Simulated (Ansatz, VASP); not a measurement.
# Sc2AlP3: VASP beside Ansatz

```
Sc Al P
1.0
     2.61721   -6.04537    0.00000
     2.61721    6.04537    0.00000
     0.00000    0.00000    3.84430
Sc Al P
2 1 3
Direct
  0.64706 0.35294 0.50000
  0.35294 0.64706 0.50000
  0.00000 0.00000 0.00000
  0.13931 0.86069 0.50000
  0.86069 0.13931 0.50000
  0.50000 0.50000 0.00000
```

Change from the starting cell: species swapped into the Li2CeO3 type (Cmmm, No. 65).

Alike in both runs: functional PBE; k mesh 8 × 8 × 10; occupations gaussian, width 0.1 eV; no spin polarisation.

Ansatz relaxed the structure, and its values are those at the end. VASP's run is a single point on that final structure, the one shown.

|  | VASP | Ansatz |
| --- | --- | --- |
| version | VASP 6.6.1 | Ansatz 0.2.0 |
| potentials or method | VASP PAW PBE potentials, release 64 (Sc_sv, Al, P), cutoff 520 eV | scalar-relativistic, plane waves, PAW |
| valence electrons in the cell | 40 | 40 |

Ansatz gave:

| Item | Value |
| --- | --- |
| gap on the k mesh at the Fermi level (eV) | none |
| pressure (GPa) | 0.0 |
| rms of the force components (eV/Å) | 0.001 |

Q: Estimate VASP's values.

A: gap on the k mesh at the Fermi level (eV): none; pressure (GPa): 0.1; rms of the force components (eV/Å): 0.007.

A gap of «none» marks a metal or a gap that the smearing closes.
